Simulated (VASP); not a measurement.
Here is a VASP 6.6.1 calculation.

File INCAR:

```
PREC = Accurate
ENCUT = 520
EDIFF = 1E-6
ISMEAR = 1
SIGMA = 0.009
LREAL = False
LASPH = True
NELM = 80
ALGO = Normal
ISIF = 2
LWAVE = False
LCHARG = True
GGA = PE
LELF = True
LVHAR = True
NBANDS = 12
```

Contents of KPOINTS:

```
regular mesh
0
Gamma
  9 9 9
```

The input POSCAR:

```
Cd
1.0
    1.6080291515      0.9283960635      2.4492874100
   -1.6080291515      0.9283960635      2.4492874100
    0.0000000000     -1.8567921270      2.4492874100
Cd
1
Direct
    0.0000000000      0.0000000000      0.0000000000
```

Potentials or basis: VASP PAW PBE potentials, release 64 (Cd).

The run is started by

```bash
$ cat potpaw_PBE.64/Cd/POTCAR > POTCAR
$ mpirun -np 1 vasp_std > vasp.out
```

Predict the pressure.

2.6 GPa.

What does it give for the band gap on the k mesh?

Zero (band 6 reaches 3.49 eV, above the bottom of band 7 at 1.55 eV).
